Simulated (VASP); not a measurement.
Wanted: the native input for a VASP 6.6.1 run.

```
Task                   : single point
Functional             : PBE
Potentials or basis    : VASP PAW PBE potentials, release 64 (Hg, Pb_d)
Cutoff                 : 520 eV
k mesh                 : 6 × 4 × 4
Occupations            : gaussian, width 0.2 eV
Spin                   : no spin polarisation
Dipole correction      : no
Further INCAR settings : ALGO = Fast; EDIFF = 1e-06; NBANDS = 47
```

The structure of Hg2Pb lies in POSCAR:

```
Hg2Pb
1.0
    1.7501402620     -3.0313318542      0.0000000000
   -5.2504207861     -3.0313318542      0.0000000000
    0.0000000000      0.0000000000     -8.0433301147
Hg Pb
4 2
Direct
    0.5000000000      0.8333333333      0.3436283756
    0.0000000000      0.3333333333      0.3436283756
    0.0000000000      0.6666666667      0.6563716244
    0.5000000000      0.1666666667      0.6563716244
    0.0000000000      1.0000000000      0.0000000000
    0.5000000000      0.5000000000      0.0000000000
```

These files were run (other wordings do the same):

INCAR

```
PREC     = Accurate       # precision mode
ENCUT    = 520            # plane-wave cutoff, eV
EDIFF    = 1E-6           # SCF threshold, eV
ISMEAR   = 0              # smearing method
SIGMA    = 0.2            # smearing width, eV
LREAL    = F              # projectors in reciprocal space
LASPH    = T              # aspherical terms in the spheres
NELM     = 80             # most SCF steps
ALGO     = Fast           # electronic algorithm
ISIF     = 2              # what is computed and relaxed
LWAVE    = F              # write WAVECAR
LCHARG   = F              # write CHGCAR
GGA      = PE             # functional
NBANDS   = 47             # bands
```

KPOINTS

```
regular mesh
0
Gamma
  6 4 4
```

Potentials or basis: VASP PAW PBE potentials, release 64 (Hg, Pb_d).

Run with:

```sh
$ cat potpaw_PBE.64/Hg/POTCAR potpaw_PBE.64/Pb_d/POTCAR > POTCAR
$ mpirun -np 1 vasp_std > vasp.out
```

It gave:

The pressure is 0.1 GPa. The largest force is 0.010 eV/Å. The band gap on the k mesh is zero (bands 38 and 39 overlap by 1.56 eV).

Caveat: spin-orbit coupling is left out, which moves the levels of the heavy elements.

It took 8 min on 1 thread of Intel Xeon 8259CL (shared host), peak memory 0.43 GiB.
